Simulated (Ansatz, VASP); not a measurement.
## One calculation of ZrS, two programs

File INCAR:

```
  ALGO = Normal
  EDIFF = 1E-7
  ENCUT = 520
  GGA = PS
  ISIF = 2
  ISMEAR = 0
  LASPH = True
  LCHARG = True
  LELF = True
  LREAL = False
  LVHAR = True
  LWAVE = False
  NBANDS = 16
  NELM = 100
  PREC = Accurate
  SIGMA = 0.15
```

KPOINTS

```
k-points
0
Gamma
  16 16 16
```

The input POSCAR:

```
ZrS
1.0
    0.0000000000      2.6134730218      2.5231840067
    2.6134730218      0.0000000000      2.5231840067
    2.6134730218      2.6134730218      0.0000000000
Zr S
1 1
Direct
    0.0000000000      0.0000000000      0.0000000000
    0.5000000000      0.5000000000      0.5000000000
```

Input for Ansatz:

```yaml
crystal:
  lattice:
    - [0.0, 2.6134730218, 2.5231840067]
    - [2.6134730218, 0.0, 2.5231840067]
    - [2.6134730218, 2.6134730218, 0.0]
  atoms:
    - { symbol: Zr, position: [0.0, 0.0, 0.0] }
    - { symbol: S, position: [0.5, 0.5, 0.5] }
basis:
  ecutwfc: 420
kpoints:
  mp_grid: { grid: [16, 16, 16] }
hamiltonian:
  xc: pbesol
  pseudopotentials: { kind: paw, azcp: { folder: soft_1 } }
scf:
  occupations: { method: gaussian, width: 0.15 }
output:
  forces: true
  stress: true
  eigenvalues: true
```

Change from the starting cell: strain +e along x and -e along y +0.0000, strain +e along z and -e/2 along x and y -0.0233.

Alike in both runs: task single point; functional PBEsol; k mesh 16 × 16 × 16; occupations gaussian, width 0.15 eV; no spin polarisation.

|  | VASP | Ansatz |
| --- | --- | --- |
| version | VASP 6.6.1 | Ansatz 0.2.0 |
| potentials or method | VASP PAW PBE potentials, release 64 (Zr_sv, S), cutoff 520 eV | scalar-relativistic, plane waves, PAW |
| valence electrons in the cell | 18 | 18 |

```csv
,VASP,Ansatz,Ansatz less VASP
gap on the k mesh at the Fermi level (eV),none,none,-
pressure (GPa),0.7,0.5,-0.17
"traceless stress, the component that is largest in VASP (GPa)",7.94,7.89,-0.045
```

VASP's potentials were made for PBE, not for PBEsol, and Ansatz warns of the same on its side. A gap of «none» marks a metal or a gap that the smearing closes.
